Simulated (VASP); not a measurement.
Set up this calculation in VASP 6.6.1, as the native input.

* Task: single point
* Functional: PBEsol
* Potentials or basis: VASP PAW PBE potentials, release 64 (Sn_d, O)
* Cutoff: 520 eV
* k mesh: 6 × 6 × 8
* Occupations: gaussian, width 0.02 eV
* Spin: no spin polarisation
* Dipole correction: no
* Further INCAR settings: ALGO = Normal; EDIFF = 1e-07; NBANDS = 35

The structure of SnO2 lies in POSCAR:

```
SnO2
1.0
    4.6928147350      0.0000000000      0.0000000000
    0.0000000000      4.6928147350      0.0000000000
    0.0000000000      0.0000000000      3.3569536550
Sn O
2 4
Direct
    0.5000000000      0.5000000000      0.5000000000
    0.0000000000      0.0000000000      0.0000000000
    0.1923858186      0.8076141814      0.5000000000
    0.8076141814      0.1923858186      0.5000000000
    0.3076141814      0.3076141814      0.0000000000
    0.6923858186      0.6923858186      0.0000000000
```

This cell differs from its parent crystal: uniaxial strain along c: +4.5 %, then relaxed in part.

One way to write it, as run:

INCAR

```
ALGO = Normal
EDIFF = 1E-7
ENCUT = 520
GGA = PS
ISIF = 2
ISMEAR = 0
LASPH = T
LCHARG = F
LREAL = F
LWAVE = F
NBANDS = 35
NELM = 100
PREC = Accurate
SIGMA = 0.02
```

KPOINTS

```
k-points
0
Gamma
  6 6 8
```

Potentials or basis: VASP PAW PBE potentials, release 64 (Sn_d, O).

Command:

```console
$ cat potpaw_PBE.64/Sn_d/POTCAR potpaw_PBE.64/O/POTCAR > POTCAR
$ mpirun -np 1 vasp_std > vasp.out
```

Results of the run:

* Pressure: -3.3 GPa
* Band gap on the k mesh: 0.62 eV

Caveat: the cell differs from its parent crystal (uniaxial strain along c: +4.5 %, then relaxed in part); the cell stands under tension; the PAW data sets were made with another functional, which shifts forces and pressure a little; spin-orbit coupling is left out, which moves the levels of the heavy elements.

It took 2.3 min on 1 thread of Intel Xeon 8259CL, with other jobs on the host, peak memory 0.25 GiB.
